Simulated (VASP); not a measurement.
# Zn4Sn4P8H (a cell with a defect): single point with PBE

The system is Zn4Sn4P8H (a cell with a defect).

```xyz
17
Lattice="2.8512 -2.8512 5.7170 2.8512 -2.8512 -5.7170 5.7023 5.7023 0.0000" Properties=species:S:1:pos:R:3 pbc="T T T"
Zn    2.8335   -0.0394   -2.8396
Zn    5.5578    2.8894    2.8110
Zn    5.9408    0.2941   -0.3560
Zn   -0.1247    0.0226   -0.0350
Sn    2.5961    0.0485    2.9277
Sn    5.6113    2.8989   -2.9192
Sn    2.7789    2.8625    0.0142
Sn    2.6458   -2.8572   -0.0590
P     4.0279   -1.4126   -4.3511
P     6.8690    1.4647    1.4272
P     1.3048   -1.2507   -1.4724
P     7.0774   -1.3563   -1.5060
P     4.1832    1.3570   -1.4922
P     9.7961    1.2876   -1.4192
P     4.0642   -1.5974    1.6377
P     7.1578    1.4697   -4.3246
H     4.6152   -0.5929    0.7745
```

This cell differs from its parent crystal: with an interstitial atom, then relaxed in part.

| Item | Value |
| --- | --- |
| Program | VASP 6.6.1 |
| Task | single point |
| Functional | PBE |
| Potentials or basis | VASP PAW PBE potentials, release 64 (Zn, Sn_d, P, H) |
| Cutoff | 400 eV |
| k mesh | 2 × 2 × 2, shifted |
| Occupations | gaussian, width 0.02 eV |
| Spin | no spin polarisation |
| Dipole correction | no |
| Charge | 1 |
| Further INCAR settings | ALGO = Normal; EDIFF = 1e-06; NBANDS = 86; NELECT = 144.0 |

```json
{
  "Largest force": "0.031 eV/Å"
}
```

Forces in eV/Å, atoms in the order of the input:
```
Zn   0.000  0.000 -0.003
Zn   0.005  0.002  0.001
Zn  -0.002  0.002  0.004
Zn   0.003 -0.002 -0.006
Sn   0.000 -0.004  0.001
Sn   0.002  0.002  0.000
Sn   0.001  0.000  0.004
Sn  -0.001  0.004  0.005
P    0.025  0.008  0.000
P    0.023 -0.011  0.001
P    0.001 -0.026  0.006
P   -0.004 -0.026  0.002
P    0.001  0.017 -0.002
P   -0.008  0.028  0.003
P   -0.008  0.017 -0.023
P   -0.031  0.000 -0.001
H   -0.008 -0.010  0.010
```

Levels at points of the mesh, in eV from the Fermi level:
```
           k point  band 70  band 71  band 72  band 73  band 74  band 75
(0.25, 0.25, 0.25)    -0.78    -0.73    -0.50     2.11     2.42     2.57
```

Run time: 4.6 min on 1 thread of Oxide Virtual Turin-like Processor, with other jobs on the host, peak memory 0.34 GiB.

Caveat: the cell carries a net charge on a neutralising background, which shifts energy and pressure; the cell differs from its parent crystal (with an interstitial atom, then relaxed in part); the cell is charged against a uniform background, so pressure and absolute levels hang on convention; spin-orbit coupling is left out, which moves the levels of the heavy elements.
